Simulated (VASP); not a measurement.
A run of VASP 6.6.1 is set up as follows.

POSCAR

```
AgCl
1.0
    3.3955880382      0.0000000000      0.0000000000
    0.0000000000      3.3955880382      0.0000000000
    0.0000000000      0.0000000000      3.3955880382
Ag Cl
1 1
Direct
    0.0000000000      0.0000000000      0.0000000000
    0.5000000000      0.5000000000      0.5000000000
```

INCAR.step1

```
SYSTEM = AgCl
  PREC = Accurate
  ENCUT = 510
  EDIFF = 1E-5
  ISMEAR = 0
  SIGMA = 0.01
  LREAL = .FALSE.
  LASPH = .TRUE.
  NELM = 120
  ALGO = Normal
  ISIF = 2
  LWAVE = .TRUE.
  LCHARG = .FALSE.
  GGA = PE
  NBANDS = 20
  GGA_COMPAT = .FALSE.
```

INCAR.step2

```
SYSTEM = AgCl
  PREC = Accurate
  ENCUT = 510
  EDIFF = 1E-6
  ISMEAR = 0
  SIGMA = 0.01
  LREAL = .FALSE.
  LASPH = .TRUE.
  NELM = 120
  ALGO = Normal
  ISIF = 2
  LWAVE = .FALSE.
  LCHARG = .FALSE.
  METAGGA = R2SCAN
  LHFCALC = .TRUE.
  AEXX = 0.5
  LMIXTAU = .TRUE.
  PRECFOCK = Normal
  ISTART = 1
  NBANDS = 20
  GGA_COMPAT = .FALSE.
```

Contents of KPOINTS:

```
Automatic mesh
0
G
  4 4 4
  0 0 0
```

Potentials or basis: VASP PAW PBE potentials, release 64 (Ag_sv_GW, Cl).

Run with:

```bash
$ cat potpaw_PBE.64/Ag_sv_GW/POTCAR potpaw_PBE.64/Cl/POTCAR > POTCAR
$ cp INCAR.step1 INCAR
$ mpirun -np 1 vasp_std > vasp.out
$ cp INCAR.step2 INCAR
$ mpirun -np 1 vasp_std > vasp.out
```

(1) Estimate the pressure.

(2) Predict the band gap on the k mesh.

Answers

(1) -1.5 GPa.

(2) 5.24 eV (least direct gap 6.77 eV).

Caveat: the k points lie up to 0.46 Å⁻¹ apart; the structure was generated, so it needn't be the stable form of AgCl; the PAW data sets were made with another functional, which shifts forces and pressure a little.
